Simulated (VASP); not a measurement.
Set up this calculation in VASP 6.6.1, as the native input.

```yaml
Task: single point
Functional: PBEsol
Potentials_or_basis: VASP PAW PBE potentials, release 64 (Mo_sv)
Cutoff: 520 eV
k_mesh: 20 × 20 × 20
Occupations: fermi-dirac, width 0.1 eV
Spin: no spin polarisation
Dipole_correction: no
Further_INCAR_settings: ALGO = Normal; EDIFF = 1e-07; NBANDS = 13
```

The structure of Mo lies in POSCAR:

```
Mo
1.0
   -1.5649658763      1.5649658763      1.5649658763
    1.5649658763     -1.5649658763      1.5649658763
    1.5649658763      1.5649658763     -1.5649658763
Mo
1
Direct
    0.0000000000      0.0000000000      0.0000000000
```

The input as run:

INCAR

```
SYSTEM = Mo
  PREC = Accurate
  ENCUT = 520
  EDIFF = 1E-7
  ISMEAR = -1
  SIGMA = 0.1
  LREAL = .FALSE.
  LASPH = .TRUE.
  NELM = 60
  ALGO = Normal
  ISIF = 2
  LWAVE = .FALSE.
  LCHARG = .FALSE.
  GGA = PS
  NBANDS = 13
```

KPOINTS

```
regular mesh
0
G
  20 20 20
  0 0 0
```

Potentials or basis: VASP PAW PBE potentials, release 64 (Mo_sv).

Run with:

```sh
$ cat potpaw_PBE.64/Mo_sv/POTCAR > POTCAR
$ mpirun -np 1 vasp_std > vasp.out
```

It gave:

- Pressure: 0.6 GPa
- Band gap on the k mesh: zero (bands 7 and 8 overlap by 5.53 eV)

Caveat: the PAW data sets were made with another functional, which shifts forces and pressure a little.

It took 50 s on 1 thread of Intel Xeon 8259CL, on a shared host, peak memory 0.16 GiB.
